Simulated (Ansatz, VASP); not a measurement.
## Zn: VASP beside Ansatz

```
Zn
1.0
     2.26817   -1.30849    0.00000
     2.26817    1.30849    0.00000
    -1.59172    0.00000    7.30041
Zn
3
Direct
  0.77802 0.77802 0.33450
  0.22198 0.22198 0.66550
  0.00000 0.00000 0.00000
```

Alike in both runs: functional LDA; k mesh 12 × 12 × 4; occupations fermi-dirac, width 0.05 eV; no spin polarisation.

|  | VASP | Ansatz |
| --- | --- | --- |
| version | VASP 6.6.1 | Ansatz 0.2.0 |
| potentials or method | VASP PAW LDA potentials, release 64 (Zn), cutoff 520 eV | all-electron LAPW, scalar-relativistic |
| task | single point | band structure |

Ansatz gave:

- gap on the k mesh at the Fermi level (eV): none
- pressure (GPa): -5.2
- traceless stress, the component that is largest in VASP (GPa): 4.80
- rms of the force components (eV/Å): 0.004

Task: What did VASP give for the same quantities?

Result: gap on the k mesh at the Fermi level (eV): none; pressure (GPa): -4.8; traceless stress, the component that is largest in VASP (GPa): 4.60; rms of the force components (eV/Å): 0.004.

LDA's correlation is that of Perdew and Zunger in VASP and of Perdew and Wang (1992) in Ansatz. Atom by atom the forces differ by 0.000 eV/Å (rms over components). A gap of «none» marks a metal or a gap that the smearing closes. Ansatz ran all-electron here, and VASP with PAW potentials.
